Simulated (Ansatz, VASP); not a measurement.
# AlRu: VASP beside Ansatz

```
Al Ru
1.0
     2.95117    0.00000    0.00000
     0.00000    2.95117    0.00000
     0.00000    0.00000    2.95117
Al Ru
1 1
Direct
  0.00000 0.00000 0.00000
  0.50000 0.50000 0.50000
```

Change from the starting cell: volume scaled by 0.96, ions relaxed.

Alike in both runs: functional PBE; k mesh 16 × 16 × 16; occupations fermi-dirac, width 0.05 eV; no spin polarisation.

Ansatz relaxed the structure, and its values are those at the end. VASP's run is a single point on that final structure, the one shown.

|  | VASP | Ansatz |
| --- | --- | --- |
| version | VASP 6.6.1 | Ansatz 0.2.0 |
| potentials or method | VASP PAW PBE potentials, release 64 (Al, Ru_pv) | plane-wave PAW, scalar-relativistic |
| plane-wave cutoff (eV) | 520 | 420 |
| valence electrons in the cell | 17 | 19 |

```csv
,VASP,Ansatz,Ansatz less VASP
pressure (GPa),12.2,12.2,+0.01
```

The functional is the same, so the differences come from potentials, cutoffs and numerics. VASP's potentials hold 17 valence electrons a cell and Ansatz's 19, so a difference there can come from the potentials and not from the codes. Ansatz's warnings: stress scf threshold loose.
